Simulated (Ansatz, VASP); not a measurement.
**MgO2 in VASP and in Ansatz**

Contents of POSCAR:

```
MgO2
1.0
    1.5245229652      0.8801837444      3.4066294030
   -1.5245229652      0.8801837444      3.4066294030
    0.0000000000     -1.7603674887      3.4066294030
Mg O
1 2
Direct
    0.0000000000      0.0000000000      0.0000000000
    0.4287860000      0.4287860000      0.4287860000
    0.5712140000      0.5712140000      0.5712140000
```

INCAR.step1

```
SYSTEM = MgO2
ALGO     = Normal         ! electronic algorithm
EDIFF    = 1E-4           ! SCF threshold, eV
ENCUT    = 520            ! plane-wave cutoff, eV
GGA      = PE             ! functional
ISMEAR   = 0              ! smearing method
LASPH    = .True.         ! aspherical terms in the spheres
LCHARG   = .False.        ! write CHGCAR
LREAL    = .False.        ! projectors in reciprocal space
LWAVE    = .True.         ! write WAVECAR
NBANDS   = 14             ! bands
NELM     = 60             ! most SCF steps
PREC     = Accurate       ! precision mode
SIGMA    = 0.05           ! smearing width, eV
```

INCAR.step2

```
SYSTEM = MgO2
ALGO     = Normal         ! electronic algorithm
EDIFF    = 1E-7           ! SCF threshold, eV
ENCUT    = 520            ! plane-wave cutoff, eV
ISIF     = 2              ! what is computed and relaxed
ISMEAR   = 0              ! smearing method
ISTART   = 1            
LASPH    = .True.         ! aspherical terms in the spheres
LCHARG   = .False.        ! write CHGCAR
LMIXTAU  = .True.       
LREAL    = .False.        ! projectors in reciprocal space
LWAVE    = .False.        ! write WAVECAR
METAGGA  = R2SCAN         ! meta-GGA
NBANDS   = 14             ! bands
NELM     = 60             ! most SCF steps
PREC     = Accurate       ! precision mode
SIGMA    = 0.05           ! smearing width, eV
```

The input KPOINTS:

```
k-points
0
Gamma
  12 12 12
  0 0 0
```

Input for Ansatz:

```yaml
crystal:
  lattice:
    - [1.5245229652, 0.8801837444, 3.406629403]
    - [-1.5245229652, 0.8801837444, 3.406629403]
    - [0.0, -1.7603674887, 3.406629403]
  atoms:
    - { symbol: Mg, position: [0.0, 0.0, 0.0] }
    - { symbol: O, position: [0.428786, 0.428786, 0.428786] }
    - { symbol: O, position: [0.571214, 0.571214, 0.571214] }
basis:
  ecutwfc: 500
kpoints:
  mp_grid: { grid: [12, 12, 12] }
hamiltonian:
  xc: r2scan
scf:
  occupations: { method: gaussian, width: 0.05 }
output:
  forces: true
  stress: true
  eigenvalues: true
```

Change from the starting cell: strain -0.050 along x and y, -0.025 along z, atoms carried along.

Alike in both runs: task single point; functional r2SCAN; k mesh 12 × 12 × 12; occupations gaussian, width 0.05 eV; no spin polarisation.

|  | VASP | Ansatz |
| --- | --- | --- |
| version | VASP 6.6.1 | Ansatz 0.2.0 |
| potentials or method | VASP PAW PBE potentials, release 64 (Mg, O), cutoff 520 eV | scalar-relativistic, plane waves, PAW |
| valence electrons in the cell | 14 | 22 |

```tsv
	VASP	Ansatz	Ansatz less VASP
gap on the k mesh at the Fermi level (eV)	3.32	3.35	+0.034
least direct gap on the mesh (eV)	3.32	3.35	+0.034
pressure (GPa)	13.3	13.4	+0.15
traceless stress, the component that is largest in VASP (GPa)	0.26	-1.57	-1.823
rms of the force components (eV/Å)	0.010	0.134	+0.1238
```

VASP's potentials were made for PBE, not for r2SCAN. Atom by atom the forces differ by 0.144 eV/Å (rms over components). VASP's potentials hold 14 valence electrons a cell and Ansatz's 22, so a difference there can come from the potentials and not from the codes.
